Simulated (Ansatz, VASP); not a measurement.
## One calculation of C, two programs

```
C
1.0
     2.46657    0.00000    0.00000
    -1.23328    2.13611    0.00000
     0.00000    0.00000    8.52674
C
4
Direct
  0.00000 0.00000 0.25000
  0.00000 0.00000 0.75000
  0.33333 0.66667 0.25000
  0.66667 0.33333 0.75000
```

Alike in both runs: task single point; functional PBE; k mesh 15 × 15 × 4; occupations methfessel-paxton of order 1, width 0.01 eV; no spin polarisation.

```csv
,VASP,Ansatz
version,VASP 6.6.1,Ansatz 0.2.0
potentials or method,"VASP PAW PBE potentials, release 64 (C), cutoff 520 eV","plane waves (420 eV) with PAW, scalar-relativistic"
valence electrons in the cell,16,16
```

|  | VASP | Ansatz | Ansatz less VASP |
| --- | --- | --- | --- |
| pressure (GPa) | 0.4 | 0.0 | -0.36 |
| traceless stress, the component that is largest in VASP (GPa) | -0.39 | 0.01 | +0.406 |
